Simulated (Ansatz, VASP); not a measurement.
**One calculation of Ag, two programs**

The input POSCAR:

```
Ag
1.0
   -1.5763602139      1.7822221387      1.7178111968
    1.4528499915     -1.6463173579      1.4583961937
    1.6621846081      1.7321417521     -1.5819064160
Ag
1
Direct
    0.0000000000      0.0000000000      0.0000000000
```

Contents of INCAR.step1:

```
SYSTEM = Ag
PREC     = Accurate       ! precision mode
ENCUT    = 520            ! plane-wave cutoff, eV
ISMEAR   = 0              ! smearing method
SIGMA    = 0.15           ! smearing width, eV
LREAL    = .FALSE.        ! projectors in reciprocal space
LASPH    = .TRUE.         ! aspherical terms in the spheres
NELM     = 100            ! most SCF steps
NBANDS   = 12             ! bands
GGA      = PE             ! functional
ALGO     = Normal         ! electronic algorithm
EDIFF    = 1E-4           ! SCF threshold, eV
LWAVE    = .TRUE.         ! write WAVECAR
LCHARG   = .FALSE.        ! write CHGCAR
```

The input INCAR.step2:

```
SYSTEM = Ag
PREC     = Accurate       ! precision mode
ENCUT    = 520            ! plane-wave cutoff, eV
EDIFF    = 1E-7           ! SCF threshold, eV
ISMEAR   = 0              ! smearing method
SIGMA    = 0.15           ! smearing width, eV
LREAL    = .FALSE.        ! projectors in reciprocal space
LASPH    = .TRUE.         ! aspherical terms in the spheres
NELM     = 100            ! most SCF steps
ALGO     = Normal         ! electronic algorithm
ISIF     = 2              ! what is computed and relaxed
LWAVE    = .FALSE.        ! write WAVECAR
LCHARG   = .TRUE.         ! write CHGCAR
METAGGA  = R2SCAN         ! meta-GGA
LMIXTAU  = .TRUE.       
LELF     = .TRUE.         ! ELF
LVHAR    = .TRUE.       
NBANDS   = 12             ! bands
ISTART   = 1
```

KPOINTS

```
regular mesh
0
G
  14 14 14
  0 0 0
```

Input for Ansatz:

```yaml
crystal:
  lattice:
    - [-1.5763602139, 1.7822221387, 1.7178111968]
    - [1.4528499915, -1.6463173579, 1.4583961937]
    - [1.6621846081, 1.7321417521, -1.581906416]
  atoms:
    - { symbol: Ag, position: [0.0, 0.0, 0.0] }
basis:
  ecutwfc: 500
kpoints:
  mp_grid: { grid: [14, 14, 14] }
hamiltonian:
  xc: r2scan
scf:
  occupations: { method: gaussian, width: 0.15 }
output:
  forces: true
  stress: true
  eigenvalues: true
```

Change from the starting cell: cell sheared at random, sigma 0.1, atoms nudged by 0.01 Å.

Alike in both runs: task single point; functional r2SCAN; k mesh 14 × 14 × 14; occupations gaussian, width 0.15 eV; no spin polarisation.

|  | VASP | Ansatz |
| --- | --- | --- |
| version | VASP 6.6.1 | Ansatz 0.2.0 |
| potentials or method | VASP PAW PBE potentials, release 64 (Ag), cutoff 520 eV | scalar-relativistic, plane waves, PAW |
| valence electrons in the cell | 11 | 19 |

```tsv
	VASP	Ansatz	Ansatz less VASP
gap on the k mesh at the Fermi level (eV)	none	none	-
pressure (GPa)	2.7	2.5	-0.18
traceless stress, the component that is largest in VASP (GPa)	-6.57	-6.46	+0.108
```

VASP's potentials were made for PBE, not for r2SCAN. A gap of «none» marks a metal or a gap that the smearing closes. VASP's potentials hold 11 valence electrons a cell and Ansatz's 19, so a difference there can come from the potentials and not from the codes.
